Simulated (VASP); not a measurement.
Input of a VASP 6.6.1 run:

File POSCAR:

```
Al2O3
1.0
    2.8947919718      0.0000000000      0.0000000000
   -1.4473959859      2.5069633862      0.0000000000
    0.0000000000      0.0000000000      7.4556003363
Al O
2 3
Direct
    0.0000000000      0.0000000000      0.1809441335
    0.0000000000      0.0000000000      0.8190558665
    0.3333333333      0.6666666667      0.2680062644
    0.6666666667      0.3333333333      0.0000000000
    0.3333333333      0.6666666667      0.7319937356
```

INCAR.step1

```
PREC = Accurate
ENCUT = 520
ISMEAR = 0
SIGMA = 0.05
LREAL = F
LASPH = T
NELM = 100
NBANDS = 20
GGA = PE
ALGO = Normal
EDIFF = 1E-4
LWAVE = T
LCHARG = F
```

File INCAR.step2:

```
PREC = Accurate
ENCUT = 520
EDIFF = 1E-7
ISMEAR = 0
SIGMA = 0.05
LREAL = F
LASPH = T
NELM = 100
ALGO = Normal
ISIF = 2
LWAVE = F
LCHARG = F
METAGGA = R2SCAN
LMIXTAU = T
NBANDS = 20
ISTART = 1
```

The input KPOINTS:

```
Automatic mesh
0
Gamma
  12 12 4
```

Potentials or basis: VASP PAW PBE potentials, release 64 (Al, O).

The run is started by

```console
$ cat potpaw_PBE.64/Al/POTCAR potpaw_PBE.64/O/POTCAR > POTCAR
$ cp INCAR.step1 INCAR
$ mpirun -np 1 vasp_std > vasp.out
$ cp INCAR.step2 INCAR
$ mpirun -np 1 vasp_std > vasp.out
```

(1) What does it give for the band gap on the k mesh?

(2) What does it give for the pressure?

(3) Estimate the largest force.

Answers

(1) 5.17 eV (least direct gap 5.33 eV).

(2) -2.7 GPa.

(3) 0.663 eV/Å.

Caveat: the PAW data sets were made with another functional, which shifts forces and pressure a little.
